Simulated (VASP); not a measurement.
# Ga (Cmcm) in VASP: notebook

Runs on Ga. Level: PBE. Tasks: electric field gradients.

Everything below comes from runs of VASP 6.6.1. Logs are shortened: lines on timing, memory, paths and dates and some standing lists are left out, and cuts for length are marked.

## (1) The cell of the first run

Symmetry: Cmcm, No. 63, orthorhombic system. The conventional cell has a = 2.841 Å, b = 7.965 Å, c = 3.106 Å, α = 90.00°, β = 90.00°, γ = 90.00°. Within 3.5 Å of Ga (site symmetry m2m) lie 10 Ga at 2.63 to 3.11 Å.

## (2) Electric field gradients, PBE (17.57 Å³/atom)

The input, INCAR:

```
SYSTEM = Ga
  ALGO = Normal
  EDIFF = 1E-8
  ENCUT = 520
  GGA = PE
  ISIF = 2
  ISMEAR = -1
  LASPH = .True.
  LCHARG = .False.
  LEFG = .True.
  LREAL = .False.
  LWAVE = .False.
  NBANDS = 20
  NELM = 100
  PREC = Accurate
  SIGMA = 0.05
```

The input, KPOINTS:

```
k-points
0
Gamma
  15 15 13
  0 0 0
```

The input, POSCAR:

```
Ga
1.0
    1.4206516569     -3.9827234383      0.0000000000
    1.4206516569      3.9827234383      0.0000000000
    0.0000000000      0.0000000000      3.1058384500
Ga
2
Direct
    0.8670000000      0.1330000000      0.2500000000
    0.1330000000      0.8670000000      0.7500000000
```

Potentials or basis: VASP PAW PBE potentials, release 64 (Ga_d).

Launch:

```console
cat potpaw_PBE.64/Ga_d/POTCAR > POTCAR
mpirun -np 1 vasp_std > vasp.out
```

OUTCAR:

```text
SYSTEM = Ga
   EDIFF = 1E-8
   ENCUT = 520
   GGA = PE
   ISIF = 2
   ISMEAR = -1
   LASPH = .True.
   LREAL = .False.
   NELM = 100
   PREC = Accurate

 ion  position               nearest neighbor table
   1  0.867  0.133  0.250-   2 2.63   2 2.63   2 2.81   2 2.81   2 2.81   2 2.81
   2  0.133  0.867  0.750-   1 2.63   1 2.63   1 2.81   1 2.81   1 2.81   1 2.81

  LATTYP: Found a base centered orthorhombic cell.
 ALAT       =     2.8413033138
 B/A-ratio  =     2.8034482760
 C/A-ratio  =     1.0931034483

  Lattice vectors:

 A1 = (   1.4206516569,  -3.9827234383,   0.0000000000)
 A2 = (   1.4206516569,   3.9827234383,   0.0000000000)
 A3 = (   0.0000000000,   0.0000000000,   3.1058384500)

Analysis of symmetry for initial positions (statically):
=====================================================================
 Subroutine PRICEL returns:
 Original cell was already a primitive cell.

 Routine SETGRP: Setting up the symmetry group for a
 base centered orthorhombic supercell.

 Subroutine GETGRP returns: Found  8 space group operations
 (whereof  4 operations were pure point group operations)
 out of a pool of  8 trial point group operations.

The static configuration has the point symmetry C_2h.
 The point group associated with its full space group is D_2h.

Analysis of symmetry for dynamics (positions and initial velocities):
=====================================================================
 Subroutine PRICEL returns:
 Original cell was already a primitive cell.

 Routine SETGRP: Setting up the symmetry group for a
 base centered orthorhombic supercell.

 Subroutine GETGRP returns: Found  8 space group operations
 (whereof  4 operations were pure point group operations)
 out of a pool of  8 trial point group operations.

The dynamic configuration has the point symmetry C_2h.
 The point group associated with its full space group is D_2h.

 Subroutine INISYM returns: Found  8 space group operations
 (whereof  4 operations are pure point group operations),
 and found     1 'primitive' translations

----------------------------------------------------------------------------------------

                                     Primitive cell

  volume of cell :      35.1461

  direct lattice vectors                    reciprocal lattice vectors
     1.420651657 -3.982723438  0.000000000     0.351951161 -0.125542235  0.000000000
     1.420651657  3.982723438  0.000000000     0.351951161  0.125542235  0.000000000
     0.000000000  0.000000000  3.105838450     0.000000000  0.000000000  0.321974248

  length of vectors
     4.228514765  4.228514765  3.105838450     0.373671610  0.373671610  0.321974248

  position of ions in fractional coordinates (direct lattice)
     0.867000000  0.133000000  0.250000000
     0.133000000  0.867000000  0.750000000

  ion indices of the primitive-cell ions
   primitive index   ion index
                 1           1
                 2           2

----------------------------------------------------------------------------------------

 KPOINTS: k-points

Automatic generation of k-mesh.
 Grid dimensions read from file:
 generate k-points for:   15   15   13

 Generating k-lattice:

  Cartesian coordinates                     Fractional coordinates (reciprocal lattice)
     0.023463411 -0.008369482  0.000000000     0.066666667  0.000000000  0.000000000
     0.023463411  0.008369482  0.000000000     0.000000000  0.066666667  0.000000000
     0.000000000  0.000000000  0.024767250     0.000000000  0.000000000  0.076923077

  Length of vectors
     0.024911441  0.024911441  0.024767250

  Shift w.r.t. Gamma in fractional coordinates (k-lattice)
     0.000000000  0.000000000  0.000000000

 Subroutine IBZKPT returns following result:
 ===========================================

 Found    448 irreducible k-points:

 Following reciprocal coordinates:
            Coordinates               Weight
  0.000000  0.000000  0.000000      1.000000
  0.066667 -0.000000  0.000000      4.000000
  0.133333  0.000000  0.000000      4.000000
  0.200000  0.000000  0.000000      4.000000
  0.266667  0.000000  0.000000      4.000000
  0.333333  0.000000  0.000000      4.000000
[... 16 lines left out ...]
  0.133333  0.133333  0.000000      2.000000
  0.200000  0.133333  0.000000      4.000000
 [... further k-points ...]
   k-points           NKPTS =    448   k-points in BZ     NKDIM =    448   number of bands    NBANDS=     20
   number of dos      NEDOS =    301   number of ions     NIONS =      2
   total plane-waves  NPLWV =  24576
   dimension x,y,z NGX =    32 NGY =   32 NGZ =   24
   dimension x,y,z NGXF=    64 NGYF=   64 NGZF=   48
   ions per type =               2
   NGX,Y,Z   is equivalent  to a cutoff of  12.58, 12.58, 12.85 a.u.
   NGXF,Y,Z  is equivalent  to a cutoff of  25.16, 25.16, 25.69 a.u.
 SYSTEM =  Ga
   PREC   = accura    normal or accurate (medium, high low for compatibility)
   ISTART =      0    job   : 0-new  1-cont  2-samecut
   ICHARG =      2    charge: 1-file 2-atom 10-const
   ISPIN  =      1    spin polarized calculation?
   LNONCOLLINEAR =      F non collinear calculations
   LSORBIT =      F    spin-orbit coupling
   LASPH  =      T    aspherical Exc in radial PAW
   ENCUT  =  520.0 eV  38.22 Ry    6.18 a.u.   7.86  7.86  5.77*2*pi/ulx,y,z
   NELM   =    100;   NELMIN=  2; NELMDL= -5     # of ELM steps
   EDIFF  = 0.1E-07   stopping-criterion for ELM
   LREAL  =      F    real-space projection
   EDIFFG = 0.1E-06   stopping-criterion for IOM
   NSW    =      0    number of steps for IOM
   IBRION =     -1    ionic relax: 0-MD 1-quasi-New 2-CG
   NFREE  =      0    steps in history (QN), initial steepest desc. (CG)
   ISIF   =      2    stress and relaxation
   ISYM   =      2    0-nonsym 1-usesym 2-fastsym
   POTIM  = 0.5000    time-step for ionic-motion
   TEBEG  =    0.0;   TEEND  =   0.0 temperature during run
   PSTRESS=    0.0 pullay stress
   NELECT =      26.0000    total number of electrons
   NUPDOWN=      -1.0000    fix difference up-down
   EMIN   =  10.00;   EMAX   =-10.00  energy-range for DOS
   EFERMI =   0.00;   METHOD = LEGACY
   ISMEAR =    -1;   SIGMA  =   0.05  broadening in eV -4-tet -1-fermi 0-gaus
   EFERMI_NEDOS =   21; number of points for ismear=-14 and -15
   IALGO  =     38    algorithm
   IMIX   =      4    mixing-type and parameters
     AMIX     =   0.40;   BMIX     =  1.00
     AMIX_MAG =   1.60;   BMIX_MAG =  1.00
  volume/ion in A,a.u.               =      17.57       118.59
  Fermi-wavevector in a.u.,A,eV,Ry     =   1.480609  2.797945 29.826736  2.192203
  Thomas-Fermi vector in A             =   2.594622
   LORBIT       =      0    0 simple, 1 ext, 2 COOP (PROOUT), +10 PAW based schemes
   GGA     = PE    functional components
   LHFCALC =     F    Hartree Fock is set to
   AEXX    =    0.0000 exact exchange contribution
   IVDW    =     0    specifies the selected vdW correction
   LEPSILON=     F    determine dielectric tensor
   LRPA    =     F    only Hartree local field effects (RPA)
 non-spin polarized calculation
  energy-cutoff  :      520.00
  volume of cell :       35.15
 maximum number of plane-waves:       972
   NGX = 15   NGY = 15   NGZ = 11

 number of electron      25.9999991 magnetization

 Free energy of the ion-electron system (eV)
  ---------------------------------------------------
  ext. energy  EPLUGINS =         0.00000000
  ---------------------------------------------------
  free energy    TOTEN  =        -5.71265848 eV

  energy without entropy =       -5.70672853  energy(sigma->0) =       -5.70969351

 E-fermi :   6.2582     XC(G=0): -11.3298

 val. band max:        6.2396970513   @ k =   0.4000   0.0667   0.0769
 cond. band min:       6.2625098644   @ k =  -0.2000   0.0667   0.1538
 fundamental gap:      0.0228128131
 Fermi energy:         6.2581708302

 k-point     1 :       0.0000    0.0000    0.0000
  band No.  band energies     occupation
      1      -9.0635      2.00000
      2      -9.0277      2.00000
      3      -8.9464      2.00000
      4      -8.9372      2.00000
      5      -8.7106      2.00000
      6      -8.6902      2.00000
[... 12 lines left out ...]
     19      18.1127      0.00000
     20      18.3468      0.00000

 k-point     2 :       0.0667   -0.0000    0.0000
  band No.  band energies     occupation
      1      -9.0582      2.00000
      2      -9.0244      2.00000
      3      -8.9471      2.00000
      4      -8.9142      2.00000
      5      -8.7167      2.00000
      6      -8.6967      2.00000
[... 12 lines left out ...]
     19      18.3181      0.00000
     20      19.5057      0.00000

 k-point     3 :       0.1333    0.0000    0.0000
  band No.  band energies     occupation
      1      -9.0435      2.00000
      2      -9.0151      2.00000
      3      -8.9331      2.00000
      4      -8.8684      2.00000
      5      -8.7336      2.00000
      6      -8.7154      2.00000
[... 12 lines left out ...]
     19      18.9945      0.00000
     20      21.2115      0.00000

 k-point     4 :       0.2000    0.0000    0.0000
  band No.  band energies     occupation
      1      -9.0221      2.00000
      2      -9.0015      2.00000
      3      -8.9095      2.00000
      4      -8.8265      2.00000
      5      -8.7439      2.00000
      6      -8.7424      2.00000
[... 12 lines left out ...]
     19      19.1574      0.00000
     20      22.9466      0.00000

 k-point     5 :       0.2667    0.0000    0.0000
  band No.  band energies     occupation
      1      -8.9981      2.00000
      2      -8.9866      2.00000
      3      -8.8882      2.00000
      4      -8.8370      2.00000
      5      -8.7780      2.00000
      6      -8.6997      2.00000
[... 12 lines left out ...]
     19      19.2705      0.00000
     20      21.7595      0.00000
[... 353 lines left out ...]
      6      -8.7044      2.00000
[... 12 lines left out ...]
     19      18.1137      0.00000
     20      18.8858      0.00000

 k-point    22 :      -0.0667    0.0667    0.0000
  band No.  band energies     occupation
      1      -9.0597      2.00000
      2      -9.0224      2.00000
      3      -8.9711      2.00000
      4      -8.9111      2.00000
      5      -8.7233      2.00000
      6      -8.6943      2.00000
[... 12 lines left out ...]
     19      17.7015      0.00000
     20      18.2654      0.00000

 k-point    23 :       0.1333    0.1333    0.0000
  band No.  band energies     occupation
      1      -9.0093      2.00000
      2      -9.0027      2.00000
      3      -8.8803      2.00000
      4      -8.8057      2.00000
      5      -8.7542      2.00000
      6      -8.7436      2.00000
[... 12 lines left out ...]
     19      19.9775      0.00000
     20      22.3890      0.00000

 k-point    24 :       0.2000    0.1333    0.0000
  band No.  band energies     occupation
      1      -8.9931      2.00000
      2      -8.9865      2.00000
      3      -8.9005      2.00000
      4      -8.8008      2.00000
      5      -8.7782      2.00000
      6      -8.7322      2.00000
[... 12 lines left out ...]
     19      20.0215      0.00000
     20      21.4651      0.00000

 [... further k-points ...]

------------------------ aborting loop because EDIFF is reached ----------------------------------------

  FORCE on cell =-STRESS in cart. coord.  units (eV):
  Direction    XX          YY          ZZ          XY          YZ          ZX
  --------------------------------------------------------------------------------------
  -------------------------------------------------------------------------------------
  Total        0.7768693      1.4203784      1.5242701      0.0000000     -0.0000000      0.0000000
  in kB       35.4145676     64.7497402     69.4857762      0.0000000     -0.0000000      0.0000000
  external PRESSURE =      56.5500280 kB  Pullay stress =       0.0000000 kB

 VOLUME and BASIS-vectors are now :
 -----------------------------------------------------------------------------
  energy-cutoff  :      520.00
  volume of cell :       35.15
      direct lattice vectors                 reciprocal lattice vectors
     1.420651657 -3.982723438  0.000000000     0.351951161 -0.125542235  0.000000000
     1.420651657  3.982723438  0.000000000     0.351951161  0.125542235  0.000000000
     0.000000000  0.000000000  3.105838450     0.000000000  0.000000000  0.321974248

 POSITION                                       TOTAL-FORCE (eV/Angst)
 -----------------------------------------------------------------------------------
      1.42065     -2.92332      0.77646         0.000000      0.232788      0.000000
      1.42065      2.92332      2.32938         0.000000     -0.232788     -0.000000
 -----------------------------------------------------------------------------------
    total drift:                                0.000000      0.000000     -0.000000

  FREE ENERGIE OF THE ION-ELECTRON SYSTEM (eV)
  ---------------------------------------------------
  free  energy   TOTEN  =        -5.7126584842 eV

  energy  without entropy=       -5.7067285280  energy(sigma->0) =       -5.70969351

 Electric field gradients (V/A^2)
---------------------------------------------------------------------
 ion       V_xx      V_yy      V_zz      V_xy      V_xz      V_yz
---------------------------------------------------------------------
   1       6.667   -25.544    18.877    -0.000     0.000    -0.000
   2       6.667   -25.544    18.877     0.000     0.000     0.000
---------------------------------------------------------------------

 Electric field gradients after diagonalization (V/A^2)
 (convention: |V_zz| > |V_xx| > |V_yy|)
----------------------------------------------------------------------
 ion       V_xx      V_yy      V_zz     asymmetry (V_yy - V_xx)/ V_zz
----------------------------------------------------------------------
   1      18.877     6.667   -25.544       0.478
   2      18.877     6.667   -25.544       0.478
----------------------------------------------------------------------

           NMR quadrupolar parameters

 Cq : quadrupolar parameter    Cq=e*Q*V_zz/h
 eta: asymmetry parameters     (V_yy - V_xx)/ V_zz
 Q  : nuclear electric quadrupole moment in mb (millibarn)
----------------------------------------------------------------------
 ion       Cq(MHz)       eta       Q (mb)
----------------------------------------------------------------------
   1      -0.062       0.478       1.000
   2      -0.062       0.478       1.000
----------------------------------------------------------------------
```

Wall time 6.8 min (1 thread of Oxide Virtual Turin-like, shared host); peak memory 0.33 GiB.

What came out:

```
Free energy                             : -5.7127 eV
Pressure                                : 5.7 GPa
Largest force                           : 0.233 eV/Å
Band gap on the k mesh                  : zero (bands 13 and 14 overlap by 9.15 eV)
Largest electric field gradient by atom : Ga -25.5 V/Å²
```

Forces on the atoms (eV/Å):
```
Ga   0.000  0.233  0.000
Ga   0.000 -0.233  0.000
```

Stress tensor (GPa, compression positive):
```
3.54 0.00 0.00
0.00 6.47 0.00
0.00 0.00 6.95
```

Electric field gradients, principal values (V/Å²):
| atom | least | middle | greatest (by size) |
| --- | --- | --- | --- |
| 1 Ga | 6.667 | 18.877 | -25.544 |
| 2 Ga | 6.667 | 18.877 | -25.544 |

Caveat: the cell stands under pressure; without QUAD_EFG the Cq values of the log hold for a quadrupole moment of 1 mb, not for the nuclei.

[end of part 1 of 2]

The gap in the log of VASP goes by the Fermi energy; the results here count the filled bands.